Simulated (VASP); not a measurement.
# As (R-3m) in VASP: further runs, part 3 of 3

VASP 6.6.1.

### 5 Electric field gradients, PBEsol

This run uses another cell than the first one, of 22.61 Å³/atom.

INCAR reads:

```
PREC = Accurate ; ENCUT = 520
EDIFF = 1E-8 ; ISMEAR = -1
SIGMA = 0.05 ; LREAL = False
LASPH = True ; NELM = 80
ALGO = Normal ; ISIF = 2
LWAVE = False ; LCHARG = False
GGA = PS ; LEFG = True
NBANDS = 12
```

KPOINTS reads:

```
Automatic mesh
0
Gamma
  12 12 12
```

POSCAR reads:

```
As
1.0
    1.8774110887      1.0839237974      3.7043351684
   -1.8774110887      1.0839237974      3.7043351684
    0.0000000000     -2.1678475948      3.7043351684
As
2
Direct
    0.2244335900      0.2244335900      0.2244335900
    0.7755664100      0.7755664100      0.7755664100
```

Potentials or basis: VASP PAW PBE potentials, release 64 (As).

The run is started by

```sh
> cat potpaw_PBE.64/As/POTCAR > POTCAR
> mpirun -np 1 vasp_std > vasp.out
```

OUTCAR:

```text
PREC = Accurate
   ENCUT = 520
   EDIFF = 1E-8
   ISMEAR = -1
   LREAL = False
   LASPH = True
   NELM = 80
   ISIF = 2
   GGA = PS

 ion  position               nearest neighbor table
   1  0.224  0.224  0.224-   2 2.52   2 2.52   2 2.52
   2  0.776  0.776  0.776-   1 2.52   1 2.52   1 2.52

  LATTYP: Found a trigonal (rhomboedric) cell.
 ALAT       =     4.2920463924
 COS(alpha) =     0.6173339462

  Lattice vectors:

 A1 = (   1.8774110887,   1.0839237974,   3.7043351684)
 A2 = (  -1.8774110887,   1.0839237974,   3.7043351684)
 A3 = (   0.0000000000,  -2.1678475948,   3.7043351684)

Analysis of symmetry for initial positions (statically):
[... 571 lines left out ...]
  free  energy   TOTEN  =       -10.1715604444 eV

  energy  without entropy=      -10.1694574593  energy(sigma->0) =      -10.17050895

 Electric field gradients (V/A^2)
---------------------------------------------------------------------
 ion       V_xx      V_yy      V_zz      V_xy      V_xz      V_yz
---------------------------------------------------------------------
   1      25.660    25.660   -51.321    -0.000     0.000     0.000
   2      25.660    25.660   -51.321    -0.000    -0.000     0.000
---------------------------------------------------------------------

 Electric field gradients after diagonalization (V/A^2)
 (convention: |V_zz| > |V_xx| > |V_yy|)
----------------------------------------------------------------------
 ion       V_xx      V_yy      V_zz     asymmetry (V_yy - V_xx)/ V_zz
----------------------------------------------------------------------
   1      25.660    25.660   -51.321       0.000
   2      25.660    25.660   -51.321       0.000
----------------------------------------------------------------------

           NMR quadrupolar parameters

 Cq : quadrupolar parameter    Cq=e*Q*V_zz/h
 eta: asymmetry parameters     (V_yy - V_xx)/ V_zz
 Q  : nuclear electric quadrupole moment in mb (millibarn)
----------------------------------------------------------------------
 ion       Cq(MHz)       eta       Q (mb)
----------------------------------------------------------------------
   1      -0.124       0.000       1.000
   2      -0.124       0.000       1.000
----------------------------------------------------------------------
```

stdout:

```text
POSCAR found type information on POSCAR As
 POSCAR found :  1 types and       2 ions
 scaLAPACK will be used
 -----------------------------------------------------------------------------
|                                                                             |
|                                                                             |
|     You enforced a specific xc type in the INCAR file but a different       |
|     I HOPE YOU KNOW WHAT YOU ARE DOING!                                     |
|                                                                             |
 -----------------------------------------------------------------------------

 LDA part: xc-table for (Slater+PW92), standard interpolation
 POSCAR, INCAR and KPOINTS ok, starting setup
 FFT: planning ... GRIDC
 FFT: planning ... GRID_SOFT
 FFT: planning ... GRID
 WAVECAR not read
 entering main loop
ion   1

ion   2
```

Wall time 2.2 min (1 thread of Intel Xeon 8259CL, shared host); peak memory 0.23 GiB.

Results:

| Property | Result |
| --- | --- |
| Free energy | -10.1716 eV |
| Pressure | -1.0 GPa |
| Largest force | 0.239 eV/Å |
| Band gap on the k mesh | zero (bands 5 and 6 overlap by 0.51 eV) |
| Largest electric field gradient by atom | As -51.3 V/Å² |

Forces on the atoms (eV/Å):
```
As   0.000  0.000  0.239
As   0.000  0.000 -0.239
```

Stress tensor (GPa, compression positive):
```
-0.68  0.00  0.00
 0.00 -0.68  0.00
 0.00  0.00 -1.73
```

Levels at points of the mesh, in eV from the Fermi level:
| k point | band 3 | band 4 | band 5 | band 6 | band 7 | band 8 |
| --- | --- | --- | --- | --- | --- | --- |
| (0.00, 0.00, 0.00) | -2.76 | -1.94 | -1.94 | 1.29 | 2.63 | 2.63 |
| (0.50, 0.00, 0.00) | -3.20 | -2.98 | -0.70 | -0.43 | 0.24 | 1.58 |
| (0.50, 0.50, 0.00) | -5.77 | -4.15 | -3.95 | 1.29 | 4.95 | 6.46 |
| (0.50, 0.50, 0.50) | -1.74 | -1.74 | -0.63 | 0.99 | 0.99 | 1.76 |

Electric field gradients, principal values (V/Å²):
```csv
atom,least,middle,greatest (by size)
1 As,25.660,25.660,-51.321
2 As,25.660,25.660,-51.321
```

Caveat: without QUAD_EFG the Cq values of the log hold for a quadrupole moment of 1 mb, not for the nuclei; the PAW data sets were made with another functional, which shifts forces and pressure a little.

### 6 Electric field gradients, PBEsol (23.18 Å³/atom)

This run uses another cell than the first one, of 23.18 Å³/atom.

INCAR reads:

```
PREC = Accurate
ENCUT = 520
EDIFF = 1E-8
ISMEAR = -1
SIGMA = 0.05
LREAL = F
LASPH = T
NELM = 60
ALGO = Normal
ISIF = 2
LWAVE = F
LCHARG = F
GGA = PS
LEFG = T
NBANDS = 12
```

KPOINTS is that of step 5.

POSCAR reads:

```
As
1.0
    1.8929275864      1.0928822516      3.7349508970
   -1.8929275864      1.0928822516      3.7349508970
    0.0000000000     -2.1857645032      3.7349508970
As
2
Direct
    0.2244335900      0.2244335900      0.2244335900
    0.7755664100      0.7755664100      0.7755664100
```

Potentials or basis: VASP PAW PBE potentials, release 64 (As).

The run is started by

```sh
> cat potpaw_PBE.64/As/POTCAR > POTCAR
> mpirun -np 1 vasp_std > vasp.out
```

OUTCAR:

```text
PREC = Accurate
   ENCUT = 520
   EDIFF = 1E-8
   ISMEAR = -1
   LREAL = F
   LASPH = T
   NELM = 60
   ISIF = 2
   GGA = PS

 ion  position               nearest neighbor table
   1  0.224  0.224  0.224-   2 2.54   2 2.54   2 2.54
   2  0.776  0.776  0.776-   1 2.54   1 2.54   1 2.54

  LATTYP: Found a trigonal (rhomboedric) cell.
 ALAT       =     4.3275194588
 COS(alpha) =     0.6173339462

  Lattice vectors:

 A1 = (   1.8929275864,   1.0928822516,   3.7349508970)
 A2 = (  -1.8929275864,   1.0928822516,   3.7349508970)
 A3 = (   0.0000000000,  -2.1857645032,   3.7349508970)

Analysis of symmetry for initial positions (statically):
=====================================================================
 Subroutine PRICEL returns:
 Original cell was already a primitive cell.

 Routine SETGRP: Setting up the symmetry group for a
 trigonal (rhombohedral) supercell.

 Subroutine GETGRP returns: Found 12 space group operations
[... 548 lines left out ...]
  volume of cell :       46.36
      direct lattice vectors                 reciprocal lattice vectors
     1.892927586  1.092882252  3.734950897     0.264141113  0.152501943  0.089247046
    -1.892927586  1.092882252  3.734950897    -0.264141113  0.152501943  0.089247046
     0.000000000 -2.185764503  3.734950897     0.000000000 -0.305003886  0.089247046

 POSITION                                       TOTAL-FORCE (eV/Angst)
 -----------------------------------------------------------------------------------
      0.00000      0.00000      2.51475         0.000000     -0.000000      0.056263
      0.00000      0.00000      8.69011         0.000000      0.000000     -0.056263
 -----------------------------------------------------------------------------------
    total drift:                                0.000000     -0.000000      0.000000

  FREE ENERGIE OF THE ION-ELECTRON SYSTEM (eV)
  ---------------------------------------------------
  free  energy   TOTEN  =       -10.1584072450 eV

  energy  without entropy=      -10.1563820871  energy(sigma->0) =      -10.15739467

 Electric field gradients (V/A^2)
---------------------------------------------------------------------
 ion       V_xx      V_yy      V_zz      V_xy      V_xz      V_yz
---------------------------------------------------------------------
   1      25.526    25.526   -51.053     0.000    -0.000    -0.000
   2      25.526    25.526   -51.053     0.000    -0.000    -0.000
---------------------------------------------------------------------

 Electric field gradients after diagonalization (V/A^2)
 (convention: |V_zz| > |V_xx| > |V_yy|)
----------------------------------------------------------------------
 ion       V_xx      V_yy      V_zz     asymmetry (V_yy - V_xx)/ V_zz
----------------------------------------------------------------------
   1      25.526    25.526   -51.053       0.000
   2      25.526    25.526   -51.053       0.000
----------------------------------------------------------------------

           NMR quadrupolar parameters

 Cq : quadrupolar parameter    Cq=e*Q*V_zz/h
 eta: asymmetry parameters     (V_yy - V_xx)/ V_zz
 Q  : nuclear electric quadrupole moment in mb (millibarn)
----------------------------------------------------------------------
 ion       Cq(MHz)       eta       Q (mb)
----------------------------------------------------------------------
   1      -0.123       0.000       1.000
   2      -0.123       0.000       1.000
----------------------------------------------------------------------
```

stdout:

```text
POSCAR found type information on POSCAR As
 POSCAR found :  1 types and       2 ions
 scaLAPACK will be used
 -----------------------------------------------------------------------------
|                                                                             |
|                                                                             |
|     You enforced a specific xc type in the INCAR file but a different       |
|     I HOPE YOU KNOW WHAT YOU ARE DOING!                                     |
|                                                                             |
 -----------------------------------------------------------------------------

 LDA part: xc-table for (Slater+PW92), standard interpolation
 POSCAR, INCAR and KPOINTS ok, starting setup
 FFT: planning ... GRIDC
 FFT: planning ... GRID_SOFT
 FFT: planning ... GRID
 WAVECAR not read
 entering main loop
ion   1

ion   2
```

It took 2.5 min on 1 thread of Intel Xeon 8259CL, shared host; peak memory 0.24 GiB.

Results:

```yaml
Free_energy: -10.1584 eV
Pressure: -2.7 GPa
Largest_force: 0.056 eV/Å
Band_gap_on_the_k_mesh: zero (bands 5 and 6 overlap by 0.49 eV)
Largest_electric_field_gradient_by_atom: As -51.1 V/Å²
```

Forces on the atoms (eV/Å):
```
As   0.000  0.000  0.056
As   0.000  0.000 -0.056
```

Electric field gradients, principal values (V/Å²):
```csv
atom,least,middle,greatest (by size)
1 As,25.526,25.526,-51.053
2 As,25.526,25.526,-51.053
```

Caveat: without QUAD_EFG the Cq values of the log hold for a quadrupole moment of 1 mb, not for the nuclei; the PAW data sets were made with another functional, which shifts forces and pressure a little.

### 7 The runs side by side

| cell | gap on the mesh (eV) | pressure (GPa) | largest force (eV/Å) |
| --- | --- | --- | --- |
| a = 4.219 Å, angles 51.9°, 2 atoms | none | 2.9 | 0.66 |
| a = 4.256 Å, angles 51.9°, 2 atoms | none | 0.8 | 0.44 |
| a = 4.292 Å, angles 51.9°, 2 atoms | none | -1.0 | 0.24 |
| a = 4.328 Å, angles 51.9°, 2 atoms | none | -2.7 | 0.06 |

Alike in all rows: task electric field gradients; level PBEsol; potentials or basis VASP PAW PBE potentials, release 64 (As); no spin polarisation; k mesh 12 × 12 × 12; cutoff (eV) 520; smearing fermi-dirac 0.05 eV.

Caveats: the PAW data sets were made with another functional, which shifts forces and pressure a little.

Absolute energies hang on the potentials; compare differences alone.
